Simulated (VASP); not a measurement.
# SiC (P1) in VASP: notebook, part 2 of 2

VASP 6.6.1. Earlier steps stand in the parts before.

## (3) Single point, PBE

INCAR reads:

```
SYSTEM = SiC
  ALGO = Normal
  EDIFF = 1E-6
  ENCUT = 600
  GGA = PE
  GGA_COMPAT = .False.
  ISIF = 2
  ISMEAR = 0
  LASPH = .True.
  LCHARG = .False.
  LREAL = Auto
  LWAVE = .False.
  NBANDS = 186
  NELM = 120
  PREC = Accurate
  SIGMA = 0.01
```

KPOINTS reads:

```
k-points
0
Gamma
  1 1 1
  0 0 0
```

POSCAR reads:

```
SiC
1.0
    0.0000000000      8.7079880000      8.7079880000
    6.5309910000      0.0000000000      6.5309910000
    6.5309910000      6.5309910000      0.0000000000
Si C
36 36
Direct
    0.0700950000      0.0804630000      0.0850430000
    0.0611530000      0.0800790000      0.4120130000
    0.0595550000      0.0851610000      0.7476290000
    0.0600860000      0.4178290000      0.0843290000
    0.0575060000      0.4229180000      0.4111860000
    0.0616990000      0.4187580000      0.7342590000
    0.0670490000      0.7452070000      0.0824110000
    0.0569510000      0.7596900000      0.4191610000
    0.0586230000      0.7512790000      0.7401660000
    0.3084130000      0.0904570000      0.0872230000
    0.3118850000      0.0784000000      0.4173430000
    0.3146490000      0.0814630000      0.7531650000
    0.3085790000      0.4165270000      0.0799850000
    0.3049450000      0.4159130000      0.4154410000
    0.3142710000      0.4151190000      0.7499510000
    0.3134710000      0.7587450000      0.0874670000
    0.3141460000      0.7586550000      0.4105770000
    0.3147880000      0.7557090000      0.7593400000
    0.5649740000      0.0837740000      0.0843150000
    0.5617740000      0.0841810000      0.4191440000
    0.5584920000      0.0786080000      0.7529770000
    0.5630340000      0.4095940000      0.0892690000
    0.5602120000      0.4171940000      0.4146600000
    0.5636980000      0.4150650000      0.7462750000
    0.5649350000      0.7491600000      0.0797820000
    0.5632050000      0.7511440000      0.4191770000
    0.5532090000      0.7493570000      0.7627970000
    0.8124790000      0.0891260000      0.0778090000
    0.8089850000      0.0857950000      0.4178310000
    0.8121040000      0.0801620000      0.7522220000
    0.8089010000      0.4160380000      0.0810590000
    0.8176080000      0.4150590000      0.4119260000
    0.8090510000      0.4192700000      0.7508050000
    0.8052270000      0.7488240000      0.0805810000
    0.8174040000      0.7507870000      0.4196450000
    0.8160420000      0.7504680000      0.7457710000
    0.0004760000      0.0036170000     -0.0060720000
   -0.0027410000     -0.0022190000      0.3320910000
   -0.0103870000      0.0051570000      0.6649700000
    0.0001710000      0.3296330000      0.0008300000
   -0.0006710000      0.3334160000      0.3342810000
   -0.0007590000      0.3320800000      0.6642260000
   -0.0070390000      0.6672850000     -0.0076230000
   -0.0004570000      0.6668390000      0.3264720000
    0.0004630000      0.6584930000      0.6666230000
    0.2478720000     -0.0088730000     -0.0040200000
    0.2528330000     -0.0008130000      0.3308530000
    0.2485220000      0.0065370000      0.6648720000
    0.2464780000      0.3322130000      0.0027360000
    0.2491010000      0.3363160000      0.3270360000
    0.2488700000      0.3313520000      0.6638320000
    0.2524450000      0.6686390000     -0.0025780000
    0.2524030000      0.6706930000      0.3341510000
    0.2540190000      0.6735810000      0.6677770000
    0.4982490000      0.0026860000      0.0060740000
    0.4998830000      0.0038750000      0.3342320000
    0.5019220000      0.0046380000      0.6675760000
    0.4968510000      0.3377290000     -0.0051500000
    0.4976010000      0.3371160000      0.3361570000
    0.4983490000      0.3309300000      0.6664430000
    0.4979050000      0.6721650000      0.0006260000
    0.5004030000      0.6717340000      0.3368180000
    0.4957840000      0.6671830000      0.6713360000
    0.7459000000     -0.0008400000     -0.0032280000
    0.7500260000     -0.0017660000      0.3344740000
    0.7512070000      0.0003510000      0.6696780000
    0.7543300000      0.3355380000      0.0091680000
    0.7515720000      0.3321070000      0.3326480000
    0.7513090000      0.3346770000      0.6627550000
    0.7482810000      0.6708230000     -0.0004320000
    0.7516480000      0.6701550000      0.3278830000
    0.7519940000      0.6681640000      0.6722420000
```

Potentials or basis: VASP PAW PBE potentials, release 64 (Si, C).

Run with:

```console
$ cat potpaw_PBE.64/Si/POTCAR potpaw_PBE.64/C/POTCAR > POTCAR
$ mpirun -np 1 vasp_gam > vasp.out
```

OUTCAR:

```text
SYSTEM = SiC
   EDIFF = 1E-6
   ENCUT = 600
   GGA = PE
   ISIF = 2
   ISMEAR = 0
   LASPH = .True.
   LREAL = Auto
   NELM = 120
   PREC = Accurate

 ion  position               nearest neighbor table
   1  0.070  0.080  0.085-  46 1.79  38 1.87  40 1.88  37 1.97   2 2.96  16 2.98  10 2.99   8 3.03
                            12 3.04   4 3.05   7 3.13  29 3.15
   2  0.061  0.080  0.412-  38 1.87  39 1.91  41 1.91  47 1.93   8 2.95   1 2.96  10 3.02   9 3.03
                            17 3.04  32 3.05  29 3.05   4 3.07  11 3.10  30 3.11   3 3.11   5 3.14
   3  0.060  0.085  0.748-  37 1.86  42 1.86  48 1.90  39 1.93   6 3.03  28 3.05  30 3.05  11 3.08
                            33 3.09  18 3.10   5 3.11   2 3.11   7 3.12   9 3.12
   4  0.060  0.418  0.084-  49 1.87  41 1.89  43 1.89  40 1.90  32 3.01   5 3.03  13 3.03  10 3.04
                             1 3.05   7 3.06   2 3.07  34 3.10  15 3.11  31 3.12   9 3.13
   5  0.058  0.423  0.411-  44 1.84  41 1.84  42 1.91  50 1.93  32 2.99   6 2.99  35 3.00   7 3.01
                             4 3.03  14 3.03  13 3.08  33 3.10   3 3.11   2 3.14   8 3.14
   6  0.062  0.419  0.734-  45 1.81  42 1.81  51 1.88  40 2.01  14 2.97   5 2.99   3 3.03   8 3.03
                            33 3.04  36 3.05   9 3.08  12 3.12
   7  0.067  0.745  0.082-  44 1.84  52 1.86  37 1.95  43 2.01  13 3.01   5 3.01  18 3.02   4 3.06
                            35 3.10   3 3.12   8 3.12  16 3.12   1 3.13
   8  0.057  0.760  0.419-  38 1.80  45 1.87  53 1.97  44 1.98   9 2.94   2 2.95  35 2.99  36 2.99
                             1 3.03  29 3.03   6 3.03  16 3.11  14 3.12   7 3.12  17 3.12   5 3.14
   9  0.059  0.751  0.740-  45 1.84  43 1.90  39 1.92  54 1.97   8 2.94  36 2.97   2 3.03  30 3.04
                             6 3.08  17 3.10   3 3.12  15 3.13   4 3.13  34 3.13
  10  0.308  0.090  0.087-  49 1.82  47 1.84  55 1.91  46 2.05  13 2.98   1 2.99  11 3.02   2 3.02
                            17 3.03  16 3.03   4 3.04  15 3.06  21 3.09  12 3.09  19 3.12
  11  0.312  0.078  0.417-  47 1.84  48 1.87  56 1.89  50 1.95  17 2.97  10 3.02  26 3.06  14 3.07
                            18 3.07   3 3.08  19 3.10   2 3.10  20 3.11  13 3.12  12 3.13
  12  0.315  0.081  0.753-  46 1.84  57 1.88  51 1.89  48 1.90  18 2.98  21 2.99  27 3.00  16 3.04
                             1 3.04  20 3.06  15 3.06  10 3.09  14 3.11   6 3.12  11 3.13
  13  0.309  0.417  0.080-  49 1.84  50 1.86  58 1.89  52 1.90  10 2.98   7 3.01  15 3.02   4 3.03
                            18 3.05  14 3.07   5 3.08  24 3.11  19 3.12  11 3.12  22 3.15
  14  0.305  0.416  0.415-  50 1.83  51 1.87  53 1.93  59 1.94   6 2.97   5 3.03  11 3.07  13 3.07
                            22 3.10  16 3.10  12 3.11  20 3.12   8 3.12  15 3.14  23 3.15
[... 378 lines left out ...]
  ext. energy  EPLUGINS =         0.00000000
  ---------------------------------------------------
  free energy    TOTEN  =      -528.84808391 eV

  energy without entropy =     -528.84808391  energy(sigma->0) =     -528.84808391

 E-fermi :   8.4264     XC(G=0): -11.3457

 val. band max:        8.3238724446   @ k =   0.0000   0.0000   0.0000
 cond. band min:      10.4980696513   @ k =   0.0000   0.0000   0.0000
 fundamental gap:      2.1741972067
 Fermi energy:         8.4264306659

 k-point     1 :       0.0000    0.0000    0.0000
  band No.  band energies     occupation
      1      -7.2969      2.00000
      2      -6.1630      2.00000
      3      -6.0967      2.00000
      4      -5.5284      2.00000
      5      -5.4585      2.00000
      6      -5.2888      2.00000
[... 148 lines left out ...]
    155      11.7787      0.00000
    156      11.8693      0.00000
 [bands above 156 left out]

------------------------ aborting loop because EDIFF is reached ----------------------------------------

  FORCE on cell =-STRESS in cart. coord.  units (eV):
  Direction    XX          YY          ZZ          XY          YZ          ZX
  --------------------------------------------------------------------------------------
  -------------------------------------------------------------------------------------
  Total       27.3709282     24.0345987     25.6469742     12.1303078     -7.5565393     11.9620788
  in kB       59.0329002     51.8371921     55.3147213     26.1623297    -16.2977458     25.7994978
  external PRESSURE =      55.3949379 kB  Pullay stress =       0.0000000 kB

 VOLUME and BASIS-vectors are now :
 -----------------------------------------------------------------------------
  energy-cutoff  :      600.00
  volume of cell :      742.86
      direct lattice vectors                 reciprocal lattice vectors
     0.000000000  8.707988000  8.707988000    -0.057418545  0.057418545  0.057418545
     6.530991000  0.000000000  6.530991000     0.076558060 -0.076558060  0.076558060
     6.530991000  6.530991000  0.000000000     0.076558060  0.076558060 -0.076558060

 POSITION                                       TOTAL-FORCE (eV/Angst)
 -----------------------------------------------------------------------------------
      1.08092      1.16580      1.13589        -0.065860     -3.140249     -1.482972
      3.21385      3.22337      1.05551         1.357093      0.533135      0.352384
      5.43894      5.40136      1.07479        -0.384049      0.320988     -0.105437
      3.27959      1.07398      3.25207        -0.356455     -1.380208     -0.210217
      5.44753      3.18621      3.26284        -0.426834      1.421979     -0.191199
      7.53034      5.33271      3.27218         0.995317      2.947330     -1.005402
[... 64 lines left out ...]
      6.51818      8.68674     10.92212         0.533919      0.950762     -0.535536
      8.75418     10.93876     10.91213        -0.604199     -1.226386     -0.970210
 -----------------------------------------------------------------------------------
    total drift:                               -0.002904     -0.008936     -0.010963

  FREE ENERGIE OF THE ION-ELECTRON SYSTEM (eV)
  ---------------------------------------------------
  free  energy   TOTEN  =      -528.8480839107 eV

  energy  without entropy=     -528.8480839107  energy(sigma->0) =     -528.84808391
```

OSZICAR:

```text
N       E                     dE             d eps       ncg     rms          rms(c)
DAV:   1     0.205611752116E+04    0.20561E+04   -0.16484E+05   372   0.168E+03
DAV:   2    -0.330397034352E+03   -0.23865E+04   -0.22496E+04   534   0.307E+02
DAV:   3    -0.592928481036E+03   -0.26253E+03   -0.25875E+03   448   0.953E+01
DAV:   4    -0.601133593177E+03   -0.82051E+01   -0.81689E+01   440   0.187E+01
DAV:   5    -0.601325639730E+03   -0.19205E+00   -0.19177E+00   448   0.307E+00    0.542E+01
DAV:   6    -0.531114070550E+03    0.70212E+02   -0.23769E+02   414   0.251E+01    0.238E+01
DAV:   7    -0.529116321703E+03    0.19977E+01   -0.20163E+01   472   0.779E+00    0.105E+01
DAV:   8    -0.528855092549E+03    0.26123E+00   -0.13212E+00   432   0.223E+00    0.304E+00
DAV:   9    -0.528842592936E+03    0.12500E-01   -0.20326E-01   432   0.960E-01    0.499E-01
DAV:  10    -0.528845848053E+03   -0.32551E-02   -0.16293E-02   456   0.291E-01    0.285E-01
DAV:  11    -0.528847873357E+03   -0.20253E-02   -0.34228E-03   424   0.141E-01    0.112E-01
DAV:  12    -0.528848042985E+03   -0.16963E-03   -0.47490E-04   480   0.534E-02    0.486E-02
DAV:  13    -0.528848077165E+03   -0.34180E-04   -0.15721E-04   424   0.282E-02    0.120E-02
DAV:  14    -0.528848081238E+03   -0.40737E-05   -0.75651E-06   448   0.658E-03    0.592E-03
DAV:  15    -0.528848083578E+03   -0.23399E-05   -0.29976E-06   288   0.406E-03    0.287E-03
DAV:  16    -0.528848083911E+03   -0.33250E-06   -0.46630E-07   240   0.175E-03
   1 F= -.52884808E+03 E0= -.52884808E+03  d E =-.117899E-47
```

stdout:

```text
POSCAR found type information on POSCAR SiC
 POSCAR found :  2 types and      72 ions
 scaLAPACK will be used
 LDA part: xc-table for (Slater+PW92), standard interpolation
 POSCAR, INCAR and KPOINTS ok, starting setup
 FFT: planning ... GRIDC
 FFT: planning ... GRID_SOFT
 FFT: planning ... GRID
 WAVECAR not read
 entering main loop
```

Run time: 7.6 min. Hardware: 1 thread of Intel Xeon Platinum 8375C at 2.90GHz (Ice Lake), shared host; peak memory 1.1 GiB.

What came out:

- Free energy: -528.8481 eV
- Pressure: 5.5 GPa
- Largest force: 5.489 eV/Å
- Band gap on the k mesh: 2.17 eV

Forces in eV/Å, atoms in the order of the input:
```
Si  -0.066 -3.140 -1.483
Si   1.357  0.533  0.352
Si  -0.384  0.321 -0.105
Si  -0.356 -1.380 -0.210
Si  -0.427  1.422 -0.191
Si   0.995  2.947 -1.005
Si  -0.080 -2.524  0.127
Si  -2.667  0.724 -0.597
Si   0.929  2.247  0.745
Si  -1.967  0.250 -0.178
Si   1.032  0.096  1.242
Si  -0.324 -1.770  0.215
Si   0.541  0.651  1.223
Si   0.452  1.072  1.686
Si   0.564 -1.408  0.194
Si  -1.955  0.287 -2.421
Si  -0.104  2.018 -1.401
Si  -1.360 -2.497 -0.845
Si   0.443 -1.106 -0.494
Si  -0.117 -0.095  0.291
Si   1.408  1.571  1.923
Si   0.415 -1.171  0.643
Si   1.051  0.809  0.813
Si   0.304 -0.203 -0.106
Si   1.648  0.249 -0.001
Si  -0.001  0.138  0.317
Si  -1.711 -0.255  2.169
Si  -0.582  1.165 -0.983
Si   0.021 -0.001 -0.107
Si   0.908 -1.389 -0.055
Si   2.038  3.072  2.699
Si   1.082 -1.093 -0.569
Si  -0.045  0.526  0.367
Si   1.020  1.774  1.676
Si  -0.467 -1.784 -1.350
Si   1.302  0.189 -0.587
C    0.131  0.879 -0.511
C    0.727  0.090  0.900
C   -1.533  1.503  1.378
C   -0.103 -0.351  0.534
C   -1.093 -0.014  0.124
C   -0.217 -1.274 -0.101
C    0.478  1.302  0.905
C    1.087  1.211  0.804
C    0.213 -1.283  1.176
C    2.216  1.158  2.685
C    0.891 -1.169 -0.520
C   -0.284  0.478 -0.184
C   -0.164 -0.583  0.454
C   -0.107 -0.187 -1.058
C    0.547  0.265  0.376
C    0.980  1.276 -0.751
C    0.221 -0.651 -0.982
C   -0.477 -0.896 -0.997
C   -0.825 -0.750 -0.489
C   -0.093  0.134 -0.344
C   -1.099 -0.638 -2.118
C    0.039  1.376  0.074
C   -0.904 -0.620 -0.858
C   -0.277  0.376  0.295
C   -0.130  1.199 -1.005
C   -1.372 -0.531 -0.278
C   -0.301  0.863  1.153
C    0.780  1.079  1.163
C    0.274 -0.330  0.457
C   -0.722 -0.964 -0.593
C   -2.769 -3.914 -2.671
C    0.363 -0.515 -0.138
C    0.483  0.278 -0.317
C   -1.786 -0.773 -1.049
C    0.534  0.951 -0.536
C   -0.604 -1.226 -0.970
```

Stress tensor (GPa, compression positive):
```
 5.90  2.62  2.58
 2.62  5.18 -1.63
 2.58 -1.63  5.53
```

Caveat: the k points lie up to 0.83 Å⁻¹ apart; an odd mesh through Γ misses points on the zone boundary, where band edges can lie; forces of over 1 eV/Å act on the atoms, so gaps and moduli don't describe the material at rest.

## (4) Single point, PBE

INCAR reads:

```
PREC = Accurate ; ENCUT = 600
EDIFF = 1E-6 ; ISMEAR = 0
SIGMA = 0.01 ; LREAL = Auto
LASPH = T ; NELM = 120
ALGO = Normal ; ISIF = 2
LWAVE = F ; LCHARG = F
GGA = PE ; NBANDS = 186
GGA_COMPAT = F
```

KPOINTS reads:

```
regular mesh
0
Gamma
  1 1 1
```

POSCAR is that of step 3.

Run with:

```console
$ cat potpaw_PBE.64/Si/POTCAR potpaw_PBE.64/C/POTCAR > POTCAR
$ mpirun -np 1 vasp_gam > vasp.out
```

Wall time 6.8 min (1 thread of Intel Xeon Platinum 8375C at 2.90GHz (Ice Lake), shared host); peak memory 1.1 GiB.

It converged, with:

```yaml
Free_energy: -528.8481 eV
Pressure: 5.5 GPa
Largest_force: 5.489 eV/Å
Band_gap_on_the_k_mesh: 2.17 eV
```

Forces in eV/Å, atoms in the order of the input:
```
Si  -0.066 -3.140 -1.483
Si   1.357  0.533  0.352
Si  -0.384  0.321 -0.105
Si  -0.356 -1.380 -0.210
Si  -0.427  1.422 -0.191
Si   0.995  2.947 -1.005
Si  -0.080 -2.524  0.127
Si  -2.667  0.724 -0.597
Si   0.929  2.247  0.745
Si  -1.967  0.250 -0.178
Si   1.032  0.096  1.242
Si  -0.324 -1.770  0.215
Si   0.541  0.651  1.223
Si   0.452  1.072  1.686
Si   0.564 -1.408  0.194
Si  -1.955  0.287 -2.421
Si  -0.104  2.018 -1.401
Si  -1.360 -2.497 -0.845
Si   0.443 -1.106 -0.494
Si  -0.117 -0.095  0.291
Si   1.408  1.571  1.923
Si   0.415 -1.171  0.643
Si   1.051  0.809  0.813
Si   0.304 -0.203 -0.106
Si   1.648  0.249 -0.001
Si  -0.001  0.138  0.317
Si  -1.711 -0.255  2.169
Si  -0.582  1.165 -0.983
Si   0.021 -0.001 -0.107
Si   0.908 -1.389 -0.055
Si   2.038  3.072  2.699
Si   1.082 -1.093 -0.569
Si  -0.045  0.526  0.367
Si   1.020  1.774  1.676
Si  -0.467 -1.784 -1.350
Si   1.302  0.189 -0.587
C    0.131  0.879 -0.511
C    0.727  0.090  0.900
C   -1.533  1.503  1.378
C   -0.103 -0.351  0.534
C   -1.093 -0.014  0.124
C   -0.217 -1.274 -0.101
C    0.478  1.302  0.905
C    1.087  1.211  0.804
C    0.213 -1.283  1.176
C    2.216  1.158  2.685
C    0.891 -1.169 -0.520
C   -0.284  0.478 -0.184
C   -0.164 -0.583  0.454
C   -0.107 -0.187 -1.058
C    0.547  0.265  0.376
C    0.980  1.276 -0.751
C    0.221 -0.651 -0.982
C   -0.477 -0.896 -0.997
C   -0.825 -0.750 -0.489
C   -0.093  0.134 -0.344
C   -1.099 -0.638 -2.118
C    0.039  1.376  0.074
C   -0.904 -0.620 -0.858
C   -0.277  0.376  0.295
C   -0.130  1.199 -1.005
C   -1.372 -0.531 -0.278
C   -0.301  0.863  1.153
C    0.780  1.079  1.163
C    0.274 -0.330  0.457
C   -0.722 -0.964 -0.593
C   -2.769 -3.914 -2.671
C    0.363 -0.515 -0.138
C    0.483  0.278 -0.317
C   -1.786 -0.773 -1.049
C    0.534  0.951 -0.536
C   -0.604 -1.226 -0.970
```

Stress tensor (GPa, compression positive):
```
 5.90  2.62  2.58
 2.62  5.18 -1.63
 2.58 -1.63  5.53
```

Levels at points of the mesh, in eV from the valence-band top:
```
           k point  band 142  band 143  band 144  band 145  band 146  band 147
(0.00, 0.00, 0.00)     -0.05     -0.05      0.00      2.17      2.28      2.48
```

Caveat: the k points lie up to 0.83 Å⁻¹ apart; an odd mesh through Γ misses points on the zone boundary, where band edges can lie; forces of over 1 eV/Å act on the atoms, so gaps and moduli don't describe the material at rest.
